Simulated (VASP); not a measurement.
# BiO5 (P4mm) in VASP: single point with PBE

Aim: the single point of BiO5 with PBE.

All numbers are computed with VASP 6.6.1; they aren't measurements. Logs are shortened: lines on timing, memory, paths and dates and some standing lists are left out, and cuts for length are marked.

### 1 The cell of the first run

It takes space group P4mm (No. 99, tetragonal). The conventional cell has a = 4.924 Å, b = 4.924 Å, c = 3.557 Å, α = 90.00°, β = 90.00°, γ = 90.00°. Bi (site symmetry 4mm) has 8 O at 2.55 Å within 3.4 Å. O (site symmetry m) has 1 O at 1.34 Å within 1.8 Å. Within 3.3 Å of O (site symmetry 4mm) lie 8 O at 2.52 to 2.53 Å.

The cell was generated, and may not be a known phase.

### 2 Single point, PBE

The input, INCAR:

```
  ALGO = Normal
  EDIFF = 1E-6
  ENCUT = 1340
  GGA = PE
  GGA_COMPAT = False
  ISIF = 2
  ISMEAR = 0
  LASPH = True
  LCHARG = False
  LREAL = False
  LWAVE = False
  NBANDS = 32
  NELM = 120
  PREC = Accurate
  SIGMA = 0.2
```

The input, KPOINTS:

```
k-points
0
Gamma
  4 4 4
```

The input, POSCAR:

```
BiO5
1.0
    4.9239396873      0.0000000000      0.0000000000
    0.0000000000      4.9239396873      0.0000000000
    0.0000000000      0.0000000000      3.5574180133
Bi O
1 5
Direct
    0.5000000000      0.5000000000      0.7451203013
    0.3635369436      0.0000000000      0.7443608629
    0.6364630564      0.0000000000      0.7443608629
    0.0000000000      0.3635369436      0.7443608629
    0.0000000000      0.6364630564      0.7443608629
    0.0000000000      0.0000000000      0.2426703670
```

Potentials or basis: VASP PAW PBE potentials, release 64 (Bi_d, O_h).

The run is started by

```console
$ cat potpaw_PBE.64/Bi_d/POTCAR potpaw_PBE.64/O_h/POTCAR > POTCAR
$ mpirun -np 1 vasp_std > vasp.out
```

OUTCAR:

```text
EDIFF = 1E-6
   ENCUT = 1340
   GGA = PE
   ISIF = 2
   ISMEAR = 0
   LASPH = True
   LREAL = False
   NELM = 120
   PREC = Accurate

 ion  position               nearest neighbor table
   1  0.500  0.500  0.745-   2 2.55   3 2.55   4 2.55   5 2.55   2 2.55   3 2.55   4 2.55   5 2.55

   2  0.364  0.000  0.744-   3 1.34   1 2.55   1 2.55
   3  0.636  0.000  0.744-   2 1.34   1 2.55   1 2.55
   4  0.000  0.364  0.744-   5 1.34   1 2.55   1 2.55
   5  0.000  0.636  0.744-   4 1.34   1 2.55   1 2.55
   6  0.000  0.000  0.243-

  LATTYP: Found a simple tetragonal cell.
 ALAT       =     4.9239396873
 C/A-ratio  =     0.7224739211

  Lattice vectors:

 A1 = (   4.9239396873,   0.0000000000,   0.0000000000)
 A2 = (   0.0000000000,   4.9239396873,   0.0000000000)
 A3 = (   0.0000000000,   0.0000000000,   3.5574180133)

Analysis of symmetry for initial positions (statically):
=====================================================================
 Subroutine PRICEL returns:
 Original cell was already a primitive cell.

 Routine SETGRP: Setting up the symmetry group for a
 simple tetragonal supercell.

 Subroutine GETGRP returns: Found  8 space group operations
 (whereof  8 operations were pure point group operations)
 out of a pool of 16 trial point group operations.

The static configuration has the point symmetry C_4v.

Analysis of symmetry for dynamics (positions and initial velocities):
=====================================================================
 Subroutine PRICEL returns:
 Original cell was already a primitive cell.

 Routine SETGRP: Setting up the symmetry group for a
 simple tetragonal supercell.

 Subroutine GETGRP returns: Found  8 space group operations
 (whereof  8 operations were pure point group operations)
 out of a pool of 16 trial point group operations.

The dynamic configuration has the point symmetry C_4v.

 Subroutine INISYM returns: Found  8 space group operations
 (whereof  8 operations are pure point group operations),
 and found     1 'primitive' translations

----------------------------------------------------------------------------------------

                                     Primitive cell

  volume of cell :      86.2502

  direct lattice vectors                    reciprocal lattice vectors
     4.923939687  0.000000000  0.000000000     0.203089409  0.000000000  0.000000000
     0.000000000  4.923939687  0.000000000     0.000000000  0.203089409  0.000000000
     0.000000000  0.000000000  3.557418013     0.000000000  0.000000000  0.281102754

  length of vectors
     4.923939687  4.923939687  3.557418013     0.203089409  0.203089409  0.281102754

  position of ions in fractional coordinates (direct lattice)
     0.500000000  0.500000000  0.745120301
     0.363536944  0.000000000  0.744360863
     0.636463056  0.000000000  0.744360863
     0.000000000  0.363536944  0.744360863
     0.000000000  0.636463056  0.744360863
     0.000000000  0.000000000  0.242670367

  ion indices of the primitive-cell ions
   primitive index   ion index
                 1           1
                 2           2
                 3           3
                 4           4
                 5           5
                 6           6

----------------------------------------------------------------------------------------

 KPOINTS: k-points

Automatic generation of k-mesh.
 Grid dimensions read from file:
 generate k-points for:    4    4    4

 Generating k-lattice:

  Cartesian coordinates                     Fractional coordinates (reciprocal lattice)
     0.050772352  0.000000000  0.000000000     0.250000000  0.000000000  0.000000000
     0.000000000  0.050772352  0.000000000     0.000000000  0.250000000  0.000000000
     0.000000000  0.000000000  0.070275688     0.000000000  0.000000000  0.250000000

  Length of vectors
     0.050772352  0.050772352  0.070275688

  Shift w.r.t. Gamma in fractional coordinates (k-lattice)
     0.000000000  0.000000000  0.000000000

 Subroutine IBZKPT returns following result:
 ===========================================

 Found     18 irreducible k-points:

 Following reciprocal coordinates:
            Coordinates               Weight
  0.000000  0.000000  0.000000      1.000000
  0.250000  0.000000  0.000000      4.000000
  0.500000  0.000000  0.000000      2.000000
  0.250000  0.250000  0.000000      4.000000
  0.500000  0.250000  0.000000      4.000000
  0.500000  0.500000  0.000000      1.000000
[... 10 lines left out ...]
  0.500000  0.250000  0.500000      4.000000
  0.500000  0.500000  0.500000      1.000000
   k-points           NKPTS =     18   k-points in BZ     NKDIM =     18   number of bands    NBANDS=     32
   number of dos      NEDOS =    301   number of ions     NIONS =      6
   total plane-waves  NPLWV = 151200
   dimension x,y,z NGX =    60 NGY =   60 NGZ =   42
   dimension x,y,z NGXF=   120 NGYF=  120 NGZF=   84
   ions per type =               1   5
   NGX,Y,Z   is equivalent  to a cutoff of  20.26, 20.26, 19.63 a.u.
   NGXF,Y,Z  is equivalent  to a cutoff of  40.52, 40.52, 39.26 a.u.
 SYSTEM =  unknown system
   PREC   = accura    normal or accurate (medium, high low for compatibility)
   ISTART =      0    job   : 0-new  1-cont  2-samecut
   ICHARG =      2    charge: 1-file 2-atom 10-const
   ISPIN  =      1    spin polarized calculation?
   LNONCOLLINEAR =      F non collinear calculations
   LSORBIT =      F    spin-orbit coupling
   LASPH  =      T    aspherical Exc in radial PAW
   ENCUT  = 1340.0 eV  98.49 Ry    9.92 a.u.  14.70 14.70 10.62*2*pi/ulx,y,z
   NELM   =    120;   NELMIN=  2; NELMDL= -5     # of ELM steps
   EDIFF  = 0.1E-05   stopping-criterion for ELM
   LREAL  =      F    real-space projection
   EDIFFG = 0.1E-04   stopping-criterion for IOM
   NSW    =      0    number of steps for IOM
   IBRION =     -1    ionic relax: 0-MD 1-quasi-New 2-CG
   NFREE  =      0    steps in history (QN), initial steepest desc. (CG)
   ISIF   =      2    stress and relaxation
   ISYM   =      2    0-nonsym 1-usesym 2-fastsym
   POTIM  = 0.5000    time-step for ionic-motion
   TEBEG  =    0.0;   TEEND  =   0.0 temperature during run
   PSTRESS=    0.0 pullay stress
   NELECT =      45.0000    total number of electrons
   NUPDOWN=      -1.0000    fix difference up-down
   EMIN   =  10.00;   EMAX   =-10.00  energy-range for DOS
   EFERMI =   0.00;   METHOD = LEGACY
   ISMEAR =     0;   SIGMA  =   0.20  broadening in eV -4-tet -1-fermi 0-gaus
   EFERMI_NEDOS =   21; number of points for ismear=-14 and -15
   IALGO  =     38    algorithm
   IMIX   =      4    mixing-type and parameters
     AMIX     =   0.40;   BMIX     =  1.00
     AMIX_MAG =   1.60;   BMIX_MAG =  1.00
  volume/ion in A,a.u.               =      14.38        97.01
  Fermi-wavevector in a.u.,A,eV,Ry     =   1.317930  2.490526 23.632483  1.736938
  Thomas-Fermi vector in A             =   2.447936
   LORBIT       =      0    0 simple, 1 ext, 2 COOP (PROOUT), +10 PAW based schemes
   GGA     = PE    functional components
   LHFCALC =     F    Hartree Fock is set to
   AEXX    =    0.0000 exact exchange contribution
   IVDW    =     0    specifies the selected vdW correction
   LEPSILON=     F    determine dielectric tensor
   LRPA    =     F    only Hartree local field effects (RPA)
 non-spin polarized calculation
 Gauss-broadening in eV      SIGMA  =   0.20
  energy-cutoff  :     1340.00
  volume of cell :       86.25
 maximum number of plane-waves:      9656
 NGX is ok and might be reduce to    60
   NGX = 29   NGY = 29   NGZ = 21

 number of electron      45.0000008 magnetization

 Free energy of the ion-electron system (eV)
  ---------------------------------------------------
  ext. energy  EPLUGINS =         0.00000000
  ---------------------------------------------------
  free energy    TOTEN  =       -24.94885711 eV

  energy without entropy =      -24.83873032  energy(sigma->0) =      -24.89379371

 E-fermi :   3.2784     XC(G=0):  -9.7188

 val. band max:        3.2737722088   @ k =   0.2500   0.0000   0.2500
 cond. band min:       3.2973484066   @ k =   0.2500   0.0000   0.5000
 fundamental gap:      0.0235761978
 Fermi energy:         3.2783842761

 k-point     1 :       0.0000    0.0000    0.0000
  band No.  band energies     occupation
      1     -21.1581      2.00000
      2     -21.1150      2.00000
      3     -20.3259      2.00000
      4     -20.2635      2.00000
      5     -20.2635      2.00000
      6     -20.0648      2.00000
[... 24 lines left out ...]
     31      12.9413      0.00000
     32      14.8320      0.00000

 k-point     2 :       0.2500    0.0000    0.0000
  band No.  band energies     occupation
      1     -21.1387      2.00000
      2     -20.9687      2.00000
      3     -20.3291      2.00000
      4     -20.2642      2.00000
      5     -20.2634      2.00000
      6     -20.1288      2.00000
[... 24 lines left out ...]
     31      13.3114      0.00000
     32      14.6596      0.00000

 k-point     3 :       0.5000    0.0000    0.0000
  band No.  band energies     occupation
      1     -21.1340      2.00000
      2     -20.6877      2.00000
      3     -20.3464      2.00000
      4     -20.3323      2.00000
      5     -20.2650      2.00000
      6     -20.2634      2.00000
[... 24 lines left out ...]
     31      12.9337      0.00000
     32      14.3806      0.00000

 k-point     4 :       0.2500    0.2500    0.0000
  band No.  band energies     occupation
      1     -21.0042      2.00000
      2     -20.9377      2.00000
      3     -20.3325      2.00000
      4     -20.2642      2.00000
      5     -20.2642      2.00000
      6     -20.1544      2.00000
[... 24 lines left out ...]
     31      13.6825      0.00000
     32      14.5850      0.00000

 k-point     5 :       0.5000    0.2500    0.0000
  band No.  band energies     occupation
      1     -20.9723      2.00000
      2     -20.6815      2.00000
      3     -20.3473      2.00000
      4     -20.3359      2.00000
      5     -20.2649      2.00000
      6     -20.2641      2.00000
[... 374 lines left out ...]
     31      11.2427      0.00000
     32      15.5787      0.00000

 k-point    16 :       0.2500    0.2500    0.5000
  band No.  band energies     occupation
      1     -20.9816      2.00000
      2     -20.8946      2.00000
      3     -20.3294      2.00000
      4     -20.2968      2.00000
      5     -20.2968      2.00000
      6     -20.0340      2.00000
[... 24 lines left out ...]
     31      11.2878      0.00000
     32      15.3512      0.00000

 k-point    17 :       0.5000    0.2500    0.5000
  band No.  band energies     occupation
      1     -20.9435      2.00000
      2     -20.6435      2.00000
      3     -20.3326      2.00000
      4     -20.2978      2.00000
      5     -20.2967      2.00000
      6     -20.2821      2.00000
[... 24 lines left out ...]
     31      11.3419      0.00000
     32      15.7752      0.00000

 k-point    18 :       0.5000    0.5000    0.5000
  band No.  band energies     occupation
      1     -20.6394      2.00000
      2     -20.6394      2.00000
      3     -20.3937      2.00000
      4     -20.3360      2.00000
      5     -20.2977      2.00000
      6     -20.2977      2.00000
[... 24 lines left out ...]
     31      11.4435      0.00000
     32      15.7948      0.00000

------------------------ aborting loop because EDIFF is reached ----------------------------------------

  FORCE on cell =-STRESS in cart. coord.  units (eV):
  Direction    XX          YY          ZZ          XY          YZ          ZX
  --------------------------------------------------------------------------------------
  -------------------------------------------------------------------------------------
  Total        0.0907136      0.0907136     -0.4402632      0.0000000     -0.0000000      0.0000000
  in kB        1.6850873      1.6850873     -8.1782923      0.0000000     -0.0000000      0.0000000
  external PRESSURE =      -1.6027059 kB  Pullay stress =       0.0000000 kB

 VOLUME and BASIS-vectors are now :
 -----------------------------------------------------------------------------
  energy-cutoff  :     1340.00
  volume of cell :       86.25
      direct lattice vectors                 reciprocal lattice vectors
     4.923939687  0.000000000  0.000000000     0.203089409  0.000000000  0.000000000
     0.000000000  4.923939687  0.000000000     0.000000000  0.203089409  0.000000000
     0.000000000  0.000000000  3.557418013     0.000000000  0.000000000  0.281102754

 POSITION                                       TOTAL-FORCE (eV/Angst)
 -----------------------------------------------------------------------------------
      2.46197      2.46197      2.65070         0.000000     -0.000000     -0.003122
      1.79003      0.00000      2.64800        -0.009416      0.000000     -0.001798
      3.13391      0.00000      2.64800         0.009416      0.000000     -0.001798
      0.00000      1.79003      2.64800        -0.000000     -0.009416     -0.001798
      0.00000      3.13391      2.64800         0.000000      0.009416     -0.001798
      0.00000      0.00000      0.86328         0.000000      0.000000      0.010313
 -----------------------------------------------------------------------------------
    total drift:                                0.000000      0.000000     -0.000298

  FREE ENERGIE OF THE ION-ELECTRON SYSTEM (eV)
  ---------------------------------------------------
  free  energy   TOTEN  =       -24.9488571084 eV

  energy  without entropy=      -24.8387303154  energy(sigma->0) =      -24.89379371
```

It took 3.1 min on 1 thread of AMD EPYC 7R43 (Zen 3), shared host; peak memory 0.42 GiB.

Results:

* Free energy: -24.9489 eV
* Pressure: -0.2 GPa
* Largest force: 0.010 eV/Å
* Band gap on the k mesh: zero (an odd number of electrons rules out a gap without spin polarisation)

Forces on the atoms (eV/Å):
```
Bi   0.000  0.000 -0.003
O   -0.009  0.000 -0.002
O    0.009  0.000 -0.002
O    0.000 -0.009 -0.002
O    0.000  0.009 -0.002
O    0.000  0.000  0.010
```

Levels at points of the mesh, in eV from the Fermi level:
| k point | band 19 | band 20 | band 21 | band 22 | band 23 | band 24 | band 25 | band 26 |
| --- | --- | --- | --- | --- | --- | --- | --- | --- |
| (0.00, 0.00, 0.00) | -0.59 | -0.59 | -0.22 | -0.22 | -0.20 | 0.40 | 3.61 | 3.61 |
| (0.50, 0.00, 0.00) | -1.11 | -0.90 | -0.42 | -0.24 | -0.22 | 0.74 | 0.86 | 3.40 |
| (0.50, 0.50, 0.00) | -1.57 | -1.57 | -0.31 | -0.31 | 0.16 | 0.97 | 2.02 | 2.02 |
| (0.00, 0.00, 0.50) | -1.95 | -1.91 | -1.65 | -0.08 | 0.41 | 0.99 | 0.99 | 4.97 |
| (0.50, 0.00, 0.50) | -1.93 | -0.82 | -0.80 | -0.44 | -0.39 | -0.29 | 0.99 | 2.20 |
| (0.50, 0.50, 0.50) | -1.26 | -1.26 | -0.86 | -0.80 | -0.33 | -0.33 | -0.10 | 3.13 |

Caveat: the k points lie up to 0.44 Å⁻¹ apart, too coarse for converged energies and pressures of a metal; spin-orbit coupling is left out, which moves the levels of the heavy elements; an odd number of electrons without spin polarisation forces a metal; a magnetic or distorted state may lie lower.

The gap in the log of VASP goes by the Fermi energy; the results here count the filled bands.